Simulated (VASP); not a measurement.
Runs of VASP 6.6.1 on CdSe (Cadmoselite). It takes space group P6_3mc (No. 186, hexagonal). The conventional cell has a = 4.300 Å, b = 4.300 Å, c = 7.020 Å, α = 90.00°, β = 90.00°, γ = 120.00°. Within 3.4 Å of Cd (site symmetry 3m) lie 4 Se at 2.61 to 2.70 Å. Within 3.4 Å of Se (site symmetry 3m) lie 4 Cd at 2.61 to 2.70 Å. 

| task | level | cell | gap on the mesh (eV) | pressure (GPa) | largest force (eV/Å) |
| --- | --- | --- | --- | --- | --- |
| relaxation of the atoms | PBE | atoms relaxed | 0.67 | 3.2 | 0.01 |
| single point | r2SCAN | as given | 1.16 | 1.7 | 0.01 |
| electric field gradients | r2SCAN | as given | 1.16 | 1.7 | 0.01 |
| single point | PBE | as given | 0.67 | 3.2 | 0.01 |
| electric field gradients | PBE | as given | 0.70 | (a) | 0.29 |

Alike in all rows: potentials or basis VASP PAW PBE potentials, release 64 (Cd, Se); no spin polarisation; k mesh 9 × 9 × 5; cutoff (eV) 520; smearing fermi-dirac 0.01 eV.

Problem. Fill in the values left out.

Solution. (a) 3.3.

Caveats: the PAW data sets were made with another functional, which shifts forces and pressure a little (some runs).

A k mesh can miss the band edges, and the runs leave out spin-orbit coupling on Cd, Se.
